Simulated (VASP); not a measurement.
The system is NiO.

```
Ni O
1.0
     2.94991    0.00000    0.00000
     1.47496    2.55470    0.00000
     1.47496    0.85157    2.40859
Ni O
1 1
Direct
  0.00000 0.00000 0.00000
  0.50000 0.50000 0.50000
```

Base run:

* Program: VASP 6.6.1
* Functional: PBE
* Potentials or basis: VASP PAW PBE potentials, release 64 (Ni, O)
* Cutoff: 600 eV
* k mesh: 12 × 12 × 12
* Occupations: fermi-dirac, width 0.1 eV
* Spin: collinear spin, ferromagnetic start
* Starting moments: [1.59, 0.33] μB
* Fixed moment: 1.8 μB

Its results: pressure 6.3 GPa; site moments Ni +1.47; O +0.28 μB.

Q: The run is repeated on the same cell with these changes: fixed moment from 1.8 μB to 1.2 μB; moments at the start from [1.59, 0.33] to [1.11, 0.17]. What comes out?

A: Pressure 1.6 GPa; site moments Ni +1.03; O +0.15 μB.

Caveats: the total moment is fixed, so each spin has its own Fermi level; a cell with one magnetic atom can't hold antiferromagnetic order, which such compounds often take.
